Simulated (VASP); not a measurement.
**HfSiO4: single point with PBE**

Crystal: HfSiO4.

```
Hf Si O
1.0
     4.24344    0.00000    0.00000
    -2.12172    3.67493    0.00000
     0.00000    0.00000    4.93047
Hf Si O
1 1 4
Cartesian
  0.0000 2.4500 0.0000
  2.1217 1.2250 2.4652
  0.9476 1.9028 2.4652
  0.0000 3.5442 2.4652
  -0.9476 1.9028 2.4652
  2.1217 1.2250 0.0000
```

```json
{
 "Program": "VASP 6.6.1",
 "Task": "single point",
 "Functional": "PBE",
 "Potentials or basis": "VASP PAW PBE potentials, release 64 (Hf_pv, Si, O)",
 "Cutoff": "520 eV",
 "k mesh": "6 × 6 × 4",
 "Occupations": "gaussian, width 0.1 eV",
 "Spin": "no spin polarisation"
}
```

| Item | Value |
| --- | --- |
| Pressure | 52.6 GPa |
| Largest force | 11.335 eV/Å |
| Band gap on the k mesh | zero (band 19 reaches 4.68 eV, above the bottom of band 20 at 3.99 eV) |

Forces on the atoms (eV/Å):
```
Hf    0.000   0.000   0.000
Si    0.000   0.000   0.000
O    -9.816   5.668   0.000
O     0.000 -11.335   0.000
O     9.816   5.668   0.000
O     0.000   0.000   0.000
```

Stress tensor (GPa, compression positive):
```
 96.71   0.00   0.00
  0.00  96.71   0.00
  0.00   0.00 -35.74
```

Levels at points of the mesh, in eV from the Fermi level:
| k point | band 17 | band 18 | band 19 | band 20 | band 21 | band 22 |
| --- | --- | --- | --- | --- | --- | --- |
| (0.00, 0.00, 0.00) | -0.88 | -0.32 | -0.32 | 0.27 | 1.48 | 1.67 |
| (0.50, 0.00, 0.00) | -2.66 | -2.31 | 0.03 | 0.21 | 1.30 | 1.58 |
| (0.00, 0.00, 0.50) | -0.44 | -0.44 | -0.34 | 0.28 | 1.04 | 1.04 |
| (0.50, 0.00, 0.50) | -2.93 | -2.49 | -0.02 | -0.01 | 0.89 | 1.11 |

Run time: 22 s on 1 thread of Intel(R) Xeon(R) 6975P-C (Granite Rapids), with other jobs on the host, peak memory 0.21 GiB.

Caveat: spin-orbit coupling is left out, which moves the levels of the heavy elements; forces of over 1 eV/Å act on the atoms, so gaps and moduli don't describe the material at rest.
